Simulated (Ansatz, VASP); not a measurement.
# Sn: VASP beside Ansatz

```
CELL_PARAMETERS angstrom
0.00000 3.38464 3.38464
3.38464 0.00000 3.38464
3.38464 3.38464 0.00000
ATOMIC_POSITIONS crystal
Sn 0.00000 0.00000 0.00000
Sn 0.25000 0.25000 0.25000
```

Change from the starting cell: hydrostatic strain +3.0%.

Alike in both runs: task single point; functional PBE; k mesh 6 × 6 × 6; occupations fermi-dirac, width 0.02 eV; no spin polarisation.

|  | VASP | Ansatz |
| --- | --- | --- |
| version | VASP 6.6.1 | Ansatz 0.2.0 |
| potentials or method | VASP PAW PBE potentials, release 64 (Sn_d) | plane waves, PAW |
| plane-wave cutoff (eV) | 520 | 420 |
| valence electrons in the cell | 28 | 28 |

```csv
,VASP,Ansatz,Ansatz less VASP
pressure (GPa),-1.6,-1.6,+0.05
```

The functional is the same, so the differences come from potentials, cutoffs and numerics.
